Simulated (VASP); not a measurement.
The system is LuSc3.

```
CELL_PARAMETERS angstrom
4.70500 0.00000 0.00000
0.00000 4.70500 0.00000
0.00000 0.00000 4.70500
ATOMIC_POSITIONS crystal
Lu 0.00000 0.00000 0.00000
Sc 0.00000 0.50000 0.50000
Sc 0.50000 0.00000 0.50000
Sc 0.50000 0.50000 0.00000
```

| Item | Value |
| --- | --- |
| Program | VASP 6.6.1 |
| Task | relaxation of volume and atoms at fixed shape |
| Functional | LDA |
| Potentials or basis | VASP PAW PBE potentials, release 64 (Lu, Sc_sv) |
| Cutoff | 600 eV |
| k mesh | 5 × 5 × 5 |
| Occupations | fermi-dirac, width 0.05 eV |
| Spin | no spin polarisation |

At the start: pressure -5.3 GPa; volume 26.04 Å³/atom.

Q: How do energy, volume and symmetry change on relaxing?

A: Over 3 steps the energy falls by 51.2 meV/atom and the volume is 23.19 Å³/atom (-10.9 %); space group Pm-3m (No. 221, to 0.05 Å).

The path:
```csv
step,energy change (eV),largest force (eV/Å),pressure (GPa),volume (Å³)
1,0.0000,0.0000,-5.31,104.15
2,-0.2026,0.0000,0.67,91.69
3,-0.2048,0.0000,0.01,92.75
```

Final structure:
```
CELL_PARAMETERS angstrom
4.52662 0.00000 0.00000
0.00000 4.52662 0.00000
0.00000 0.00000 4.52662
ATOMIC_POSITIONS crystal
Lu 0.00000 0.00000 0.00000
Sc 0.00000 0.50000 0.50000
Sc 0.50000 0.00000 0.50000
Sc 0.50000 0.50000 0.00000
```

Caveat: the PAW data sets were made with another functional, which shifts forces and pressure a little.
